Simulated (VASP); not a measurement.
# GaSb (zinc blende type): single point with PBE

The system is GaSb (zinc blende type).

```
CELL_PARAMETERS angstrom
0.00000 3.11000 3.11000
3.11000 0.00000 3.11000
3.11000 3.11000 0.00000
ATOMIC_POSITIONS crystal
Ga 0.00000 0.00000 0.00000
Sb 0.25000 0.25000 0.25000
```

```
Program                : VASP 6.6.1
Task                   : single point
Functional             : PBE
Potentials or basis    : VASP PAW PBE potentials, release 64 (Ga_d, Sb)
Cutoff                 : 520 eV
k mesh                 : 6 × 6 × 6
Occupations            : fermi-dirac, width 0.02 eV
Spin                   : no spin polarisation
Dipole correction      : no
Further INCAR settings : ALGO = Normal; EDIFF = 1e-06; NBANDS = 16
```

The pressure is 0.0 GPa and the band gap on the k mesh is zero (filled and empty bands touch).

Levels at points of the mesh, in eV from the Fermi level:
| k point | band 6 | band 7 | band 8 | band 9 | band 10 | band 11 | band 12 | band 13 |
| --- | --- | --- | --- | --- | --- | --- | --- | --- |
| (0.00, 0.00, 0.00) | -11.16 | -0.32 | -0.01 | -0.01 | -0.01 | 2.77 | 2.77 | 2.77 |
| (0.50, 0.00, 0.00) | -9.66 | -6.15 | -1.09 | -1.09 | 0.29 | 3.73 | 3.73 | 6.48 |
| (0.50, 0.50, 0.00) | -8.90 | -6.61 | -2.42 | -2.42 | 0.94 | 1.33 | 8.35 | 8.35 |

Wall time 49 s on 1 thread of Intel Xeon 8259CL, on a shared host, peak memory 0.21 GiB.

Caveat: semilocal functionals underestimate gaps, and a narrow one can read as zero; spin-orbit coupling is left out, which moves the levels of the heavy elements.
